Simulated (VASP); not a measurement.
Al3B2N5, 10 atoms in the cell. It takes space group Cm (No. 8, monoclinic). Conventional cell: a = 18.154 Å, b = 2.757 Å, c = 5.028 Å, α = 90.00°, β = 99.38°, γ = 90.00°. Within 2.5 Å of Al (site symmetry m) lie 4 N at 1.83 to 2.05 Å and 1 Al at 2.44 Å. Within 2.4 Å of Al (site symmetry m) lie 4 N at 1.80 to 2.05 Å. Within 2.5 Å of Al (site symmetry m) lie 5 N at 1.86 to 2.25 Å and 1 Al at 2.44 Å. Within 1.9 Å of B (site symmetry m) lie 3 N at 1.46 to 1.54 Å. Within 2.0 Å of B (site symmetry m) lie 3 N at 1.47 to 1.53 Å. Within 1.9 Å of N (site symmetry m) lie 1 B at 1.46 Å and 2 Al at 1.86 Å. Within 2.4 Å of N (site symmetry m) lie 5 Al at 1.85 to 2.25 Å. Within 2.0 Å of N (site symmetry m) lie 3 B at 1.47 to 1.54 Å. 

```yaml
Program: VASP 6.6.1
Task: single point
Functional: PBE
Potentials_or_basis: VASP PAW PBE potentials, release 64 (Al, B, N)
Cutoff: 520 eV
k_mesh: 6 × 6 × 4
Occupations: gaussian, width 0.1 eV
Spin: no spin polarisation
Dipole_correction: no
Further_INCAR_settings: ALGO = Normal; EDIFF = 1e-07; NBANDS = 31
```

Potentials or basis: VASP PAW PBE potentials, release 64 (Al, B, N).

Launch:

```console
$ cat potpaw_PBE.64/Al/POTCAR potpaw_PBE.64/B/POTCAR potpaw_PBE.64/N/POTCAR > POTCAR
$ mpirun -np 1 vasp_std > vasp.out
```

Hardware: 1 thread of Intel(R) Xeon(R) Platinum 8488C (Sapphire Rapids), with other jobs on the host.

**Question.** Estimate the wall time of this run.

**Answer.** Run time: 6.3 min on 1 thread of Intel(R) Xeon(R) Platinum 8488C (Sapphire Rapids), on a shared host, peak memory 0.53 GiB. Counts: scf iterations 18, k points 47.
